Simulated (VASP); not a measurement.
## C: single point with PBE

Crystal: C.

```
C
1.0
     0.00000    1.79790    1.79790
     1.79790    0.00000    1.79790
     1.79790    1.79790    0.00000
C
2
Direct
  0.00000 0.00000 0.00000
  0.25000 0.25000 0.25000
```

* Program: VASP 6.6.1
* Task: single point
* Functional: PBE
* Potentials or basis: VASP PAW PBE potentials, release 64 (C)
* Cutoff: 520 eV
* k mesh: 18 × 18 × 18
* Occupations: fermi-dirac, width 0.0612256 eV
* Spin: no spin polarisation
* Dipole correction: no
* Further INCAR settings: ALGO = Normal; EDIFF = 1e-06; NBANDS = 11

```
Pressure               : -7.9 GPa
Band gap on the k mesh : 4.10 eV, indirect (least direct gap 5.52 eV)
```

Levels at points of the mesh, in eV from the valence-band top:
```csv
k point,band 1,band 2,band 3,band 4,band 5,band 6,band 7,band 8,band 9
"(0.00, 0.00, 0.00)",-21.15,0.00,0.00,0.00,5.52,5.52,5.52,12.78,18.99
"(0.50, 0.00, 0.00)",-15.52,-13.11,-2.74,-2.74,8.36,8.36,8.52,15.47,21.55
"(0.50, 0.50, 0.00)",-12.59,-12.59,-6.15,-6.15,4.71,4.71,16.44,16.44,22.79
```

It took 35 s on 1 thread of Intel Xeon 8259CL (shared host), peak memory 0.13 GiB.

A k mesh can miss the band edges. A hybrid or GW would open this gap; PBE tends to underestimate it.
